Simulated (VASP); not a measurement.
# C (Fd-3m) in VASP: notebook

The runs below take C through single point, relaxation of cell and atoms, with PBE.

Everything below comes from runs of VASP 6.6.1. Logs are shortened: lines on timing, memory, paths and dates and some standing lists are left out, and cuts for length are marked.

## 1. The cell of the first run

The structure is cubic, space group Fd-3m (No. 227). Conventional cell: a = 3.560 Å, b = 3.560 Å, c = 3.560 Å, α = 90.00°, β = 90.00°, γ = 90.00°. C (site symmetry -43m) has 4 C at 1.54 Å within 2.1 Å.

## 2. Single point, PBE

File INCAR:

```
SYSTEM = C
ALGO = Normal ; EDIFF = 1E-6
ENCUT = 600 ; GGA = PE
GGA_COMPAT = .FALSE. ; ISIF = 2
ISMEAR = 0 ; LASPH = .TRUE.
LCHARG = .FALSE. ; LREAL = .FALSE.
LWAVE = .FALSE. ; NBANDS = 11
NELM = 120 ; PREC = Accurate
SIGMA = 0.1
```

File KPOINTS:

```
k-points
0
G
  8 8 8
  0 0 0
```

File POSCAR:

```
C
1.0
    0.0000000000      1.7800000000      1.7800000000
    1.7800000000      0.0000000000      1.7800000000
    1.7800000000      1.7800000000      0.0000000000
C
2
Direct
    0.0000000000      0.0000000000      0.0000000000
    0.2500000000      0.2500000000      0.2500000000
```

Potentials or basis: VASP PAW PBE potentials, release 64 (C).

Command:

```
$ cat potpaw_PBE.64/C/POTCAR > POTCAR
$ mpirun -np 1 vasp_std > vasp.out
```

OUTCAR:

```text
SYSTEM = C
   EDIFF = 1E-6
   ENCUT = 600
   GGA = PE
   ISIF = 2
   ISMEAR = 0
   LASPH = .TRUE.
   LREAL = .FALSE.
   NELM = 120
   PREC = Accurate

 ion  position               nearest neighbor table
   1  0.000  0.000  0.000-   2 1.54   2 1.54   2 1.54   2 1.54
   2  0.250  0.250  0.250-   1 1.54   1 1.54   1 1.54   1 1.54

  LATTYP: Found a face centered cubic cell.
 ALAT       =     3.5600000000

  Lattice vectors:

 A1 = (   0.0000000000,   1.7800000000,   1.7800000000)
 A2 = (   1.7800000000,   0.0000000000,   1.7800000000)
 A3 = (   1.7800000000,   1.7800000000,   0.0000000000)

Analysis of symmetry for initial positions (statically):
=====================================================================
 Subroutine PRICEL returns:
 Original cell was already a primitive cell.

 Routine SETGRP: Setting up the symmetry group for a
 face centered cubic supercell.

 Subroutine GETGRP returns: Found 48 space group operations
 (whereof 24 operations were pure point group operations)
 out of a pool of 48 trial point group operations.

The static configuration has the point symmetry T_d .
 The point group associated with its full space group is O_h .

Analysis of symmetry for dynamics (positions and initial velocities):
=====================================================================
 Subroutine PRICEL returns:
 Original cell was already a primitive cell.

 Routine SETGRP: Setting up the symmetry group for a
 face centered cubic supercell.

 Subroutine GETGRP returns: Found 48 space group operations
 (whereof 24 operations were pure point group operations)
 out of a pool of 48 trial point group operations.

The dynamic configuration has the point symmetry T_d .
 The point group associated with its full space group is O_h .

 Subroutine INISYM returns: Found 48 space group operations
 (whereof 24 operations are pure point group operations),
 and found     1 'primitive' translations

----------------------------------------------------------------------------------------

                                     Primitive cell

  volume of cell :      11.2795

  direct lattice vectors                    reciprocal lattice vectors
     0.000000000  1.780000000  1.780000000    -0.280898876  0.280898876  0.280898876
     1.780000000  0.000000000  1.780000000     0.280898876 -0.280898876  0.280898876
     1.780000000  1.780000000  0.000000000     0.280898876  0.280898876 -0.280898876

  length of vectors
     2.517300141  2.517300141  2.517300141     0.486531126  0.486531126  0.486531126

  position of ions in fractional coordinates (direct lattice)
     0.000000000  0.000000000  0.000000000
     0.250000000  0.250000000  0.250000000

  ion indices of the primitive-cell ions
   primitive index   ion index
                 1           1
                 2           2

----------------------------------------------------------------------------------------

 KPOINTS: k-points

Automatic generation of k-mesh.
 Grid dimensions read from file:
 generate k-points for:    8    8    8

 Generating k-lattice:

  Cartesian coordinates                     Fractional coordinates (reciprocal lattice)
    -0.035112360  0.035112360  0.035112360     0.125000000  0.000000000  0.000000000
     0.035112360 -0.035112360  0.035112360     0.000000000  0.125000000  0.000000000
     0.035112360  0.035112360 -0.035112360     0.000000000  0.000000000  0.125000000

  Length of vectors
     0.060816391  0.060816391  0.060816391

  Shift w.r.t. Gamma in fractional coordinates (k-lattice)
     0.000000000  0.000000000  0.000000000

 Subroutine IBZKPT returns following result:
 ===========================================

 Found     29 irreducible k-points:

 Following reciprocal coordinates:
            Coordinates               Weight
  0.000000  0.000000  0.000000      1.000000
  0.125000  0.000000  0.000000      8.000000
  0.250000  0.000000  0.000000      8.000000
  0.375000  0.000000  0.000000      8.000000
  0.500000  0.000000  0.000000      4.000000
  0.125000  0.125000  0.000000      6.000000
[... 16 lines left out ...]
  0.500000  0.250000  0.125000     48.000000
 -0.375000  0.250000  0.125000     24.000000
 [... further k-points ...]
   k-points           NKPTS =     29   k-points in BZ     NKDIM =     29   number of bands    NBANDS=     11
   number of dos      NEDOS =    301   number of ions     NIONS =      2
   total plane-waves  NPLWV =   8000
   dimension x,y,z NGX =    20 NGY =   20 NGZ =   20
   dimension x,y,z NGXF=    40 NGYF=   40 NGZF=   40
   ions per type =               2
   NGX,Y,Z   is equivalent  to a cutoff of  13.21, 13.21, 13.21 a.u.
   NGXF,Y,Z  is equivalent  to a cutoff of  26.42, 26.42, 26.42 a.u.
 SYSTEM =  C
   PREC   = accura    normal or accurate (medium, high low for compatibility)
   ISTART =      0    job   : 0-new  1-cont  2-samecut
   ICHARG =      2    charge: 1-file 2-atom 10-const
   ISPIN  =      1    spin polarized calculation?
   LNONCOLLINEAR =      F non collinear calculations
   LSORBIT =      F    spin-orbit coupling
   LASPH  =      T    aspherical Exc in radial PAW
   ENCUT  =  600.0 eV  44.10 Ry    6.64 a.u.   5.03  5.03  5.03*2*pi/ulx,y,z
   NELM   =    120;   NELMIN=  2; NELMDL= -5     # of ELM steps
   EDIFF  = 0.1E-05   stopping-criterion for ELM
   LREAL  =      F    real-space projection
   EDIFFG = 0.1E-04   stopping-criterion for IOM
   NSW    =      0    number of steps for IOM
   IBRION =     -1    ionic relax: 0-MD 1-quasi-New 2-CG
   NFREE  =      0    steps in history (QN), initial steepest desc. (CG)
   ISIF   =      2    stress and relaxation
   ISYM   =      2    0-nonsym 1-usesym 2-fastsym
   POTIM  = 0.5000    time-step for ionic-motion
   TEBEG  =    0.0;   TEEND  =   0.0 temperature during run
   PSTRESS=    0.0 pullay stress
   NELECT =       8.0000    total number of electrons
   NUPDOWN=      -1.0000    fix difference up-down
   EMIN   =  10.00;   EMAX   =-10.00  energy-range for DOS
   EFERMI =   0.00;   METHOD = LEGACY
   ISMEAR =     0;   SIGMA  =   0.10  broadening in eV -4-tet -1-fermi 0-gaus
   EFERMI_NEDOS =   21; number of points for ismear=-14 and -15
   IALGO  =     38    algorithm
   IMIX   =      4    mixing-type and parameters
     AMIX     =   0.40;   BMIX     =  1.00
     AMIX_MAG =   1.60;   BMIX_MAG =  1.00
  volume/ion in A,a.u.               =       5.64        38.06
  Fermi-wavevector in a.u.,A,eV,Ry     =   1.459962  2.758928 29.000661  2.131488
  Thomas-Fermi vector in A             =   2.576467
   LORBIT       =      0    0 simple, 1 ext, 2 COOP (PROOUT), +10 PAW based schemes
   GGA     = PE    functional components
   LHFCALC =     F    Hartree Fock is set to
   AEXX    =    0.0000 exact exchange contribution
   IVDW    =     0    specifies the selected vdW correction
   LEPSILON=     F    determine dielectric tensor
   LRPA    =     F    only Hartree local field effects (RPA)
 non-spin polarized calculation
 Gauss-broadening in eV      SIGMA  =   0.10
  energy-cutoff  :      600.00
  volume of cell :       11.28
 maximum number of plane-waves:       388
   NGX =  9   NGY =  9   NGZ =  9

 number of electron       7.9999999 magnetization

 Free energy of the ion-electron system (eV)
  ---------------------------------------------------
  ext. energy  EPLUGINS =         0.00000000
  ---------------------------------------------------
  free energy    TOTEN  =       -18.18770729 eV

  energy without entropy =      -18.18770729  energy(sigma->0) =      -18.18770729

 E-fermi :  10.2268     XC(G=0): -13.2791

 val. band max:        9.8111802151   @ k =   0.0000   0.0000   0.0000
 cond. band min:      13.9563005134   @ k =   0.3750   0.3750   0.0000
 fundamental gap:      4.1451202984
 Fermi energy:        10.2268382982

 k-point     1 :       0.0000    0.0000    0.0000
  band No.  band energies     occupation
      1     -11.7419      2.00000
      2       9.8112      2.00000
      3       9.8112      2.00000
      4       9.8112      2.00000
      5      15.4170      0.00000
      6      15.4170      0.00000
      7      15.4170      0.00000
      8      23.2728      0.00000
      9      29.1788      0.00000
     10      36.4094      0.00000
     11      36.4094      0.00000

 k-point     2 :       0.1250    0.0000    0.0000
  band No.  band energies     occupation
      1     -11.3082      2.00000
      2       7.3857      2.00000
      3       9.1548      2.00000
      4       9.1548      2.00000
      5      16.2803      0.00000
      6      16.2803      0.00000
      7      16.7157      0.00000
      8      23.6302      0.00000
      9      29.8296      0.00000
     10      33.3396      0.00000
     11      33.3396      0.00000

 k-point     3 :       0.2500    0.0000    0.0000
  band No.  band energies     occupation
      1     -10.0201      2.00000
      2       3.1927      2.00000
      3       8.0558      2.00000
      4       8.0558      2.00000
      5      17.6266      0.00000
      6      17.6266      0.00000
      7      18.0091      0.00000
      8      24.5396      0.00000
      9      30.5977      0.00000
     10      32.2547      0.00000
     11      32.2547      0.00000

 k-point     4 :       0.3750    0.0000    0.0000
  band No.  band energies     occupation
      1      -7.9452      2.00000
      2      -0.9059      2.00000
      3       7.2701      2.00000
      4       7.2701      2.00000
      5      18.2217      0.00000
      6      18.2217      0.00000
      7      18.5792      0.00000
      8      25.3379      0.00000
      9      31.0539      0.00000
     10      33.8777      0.00000
     11      33.8777      0.00000
[... 239 lines left out ...]
 k-point    22 :       0.3750    0.2500    0.1250
  band No.  band energies     occupation
      1      -8.8900      2.00000
      2       3.2810      2.00000
      3       4.2801      2.00000
      4       6.9101      2.00000
      5      16.4076      0.00000
      6      19.8949      0.00000
      7      21.4383      0.00000
      8      21.6201      0.00000
      9      30.5647      0.00000
     10      31.4729      0.00000
     11      35.5934      0.00000

 k-point    23 :       0.5000    0.2500    0.1250
  band No.  band energies     occupation
      1      -6.8556      2.00000
      2      -0.0725      2.00000
      3       3.5048      2.00000
      4       5.7080      2.00000
      5      17.8044      0.00000
      6      19.4867      0.00000
      7      22.2762      0.00000
      8      23.2131      0.00000
      9      30.0601      0.00000
     10      32.2147      0.00000
     11      36.0432      0.00000

 k-point    24 :      -0.3750    0.2500    0.1250
  band No.  band energies     occupation
      1      -4.9201      2.00000
      2      -2.6081      2.00000
      3       3.4723      2.00000
      4       5.0966      2.00000
      5      18.1292      0.00000
      6      19.3086      0.00000
      7      22.9393      0.00000
      8      24.7453      0.00000
      9      28.1859      0.00000
     10      33.8249      0.00000
     11      36.2250      0.00000

 [... further k-points ...]
[... 5 lines left out ...]
  --------------------------------------------------------------------------------------
  -------------------------------------------------------------------------------------
  Total        0.3041572      0.3041572      0.3041572      0.0000000      0.0000000     -0.0000000
  in kB       43.2034736     43.2034736     43.2034736      0.0000000      0.0000000     -0.0000000
  external PRESSURE =      43.2034736 kB  Pullay stress =       0.0000000 kB

 VOLUME and BASIS-vectors are now :
 -----------------------------------------------------------------------------
  energy-cutoff  :      600.00
  volume of cell :       11.28
      direct lattice vectors                 reciprocal lattice vectors
     0.000000000  1.780000000  1.780000000    -0.280898876  0.280898876  0.280898876
     1.780000000  0.000000000  1.780000000     0.280898876 -0.280898876  0.280898876
     1.780000000  1.780000000  0.000000000     0.280898876  0.280898876 -0.280898876

 POSITION                                       TOTAL-FORCE (eV/Angst)
 -----------------------------------------------------------------------------------
      0.00000      0.00000      0.00000         0.000000      0.000000     -0.000000
      0.89000      0.89000      0.89000        -0.000000     -0.000000      0.000000
 -----------------------------------------------------------------------------------
    total drift:                                0.000000      0.000000      0.000000

  FREE ENERGIE OF THE ION-ELECTRON SYSTEM (eV)
  ---------------------------------------------------
  free  energy   TOTEN  =       -18.1877072870 eV

  energy  without entropy=      -18.1877072870  energy(sigma->0) =      -18.18770729
```

Run time: 6.6 s. Hardware: 1 thread of Intel Xeon 8259CL, shared host; peak memory 0.12 GiB.

What came out:

| Property | Result |
| --- | --- |
| Free energy | -18.1877 eV |
| Pressure | 4.3 GPa |
| Band gap on the k mesh | 4.15 eV, indirect (least direct gap 5.61 eV) |

A k mesh can miss the band edges. Expect the measured gap to be larger: semilocal functionals such as PBE lack the derivative discontinuity.

[end of part 1 of 3]
